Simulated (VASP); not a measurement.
Wanted: the native input for a VASP 6.6.1 run.

| Item | Value |
| --- | --- |
| Task | single point |
| Functional | PBE |
| Potentials or basis | VASP PAW PBE potentials, release 64 (Sc_sv) |
| Cutoff | 520 eV |
| k mesh | 14 × 14 × 14 |
| Occupations | methfessel-paxton, width 0.1 eV |
| Spin | no spin polarisation |
| Dipole correction | no |
| Further INCAR settings | ALGO = Normal; EDIFF = 1e-06; NBANDS = 12 |

The structure of Sc lies in POSCAR:

```
Sc
1.0
    0.0000000000      2.2600000000      2.2600000000
    2.2600000000      0.0000000000      2.2600000000
    2.2600000000      2.2600000000      0.0000000000
Sc
1
Direct
    0.0000000000      0.0000000000      0.0000000000
```

This isn't the form of Sc at room conditions, which is hcp.

One way to write it, as run:

INCAR

```
PREC = Accurate ; ENCUT = 520
EDIFF = 1E-6 ; ISMEAR = 1
SIGMA = 0.1 ; LREAL = False
LASPH = True ; NELM = 80
ALGO = Normal ; ISIF = 2
LWAVE = False ; LCHARG = False
GGA = PE ; NBANDS = 12
```

KPOINTS

```
Automatic mesh
0
Gamma
  14 14 14
```

Potentials or basis: VASP PAW PBE potentials, release 64 (Sc_sv).

Command:

```sh
$ cat potpaw_PBE.64/Sc_sv/POTCAR > POTCAR
$ mpirun -np 1 vasp_std > vasp.out
```

Results of the run:

```yaml
Pressure: 3.7 GPa
Band_gap_on_the_k_mesh: zero (an odd number of electrons rules out a gap without spin polarisation)
```

Caveat: the cell stands under pressure.

Run time: 22 s on 1 thread of Intel(R) Xeon(R) Platinum 8259CL CPU @ 2.50GHz (Skylake/Cascade Lake), on a shared host, peak memory 0.15 GiB.
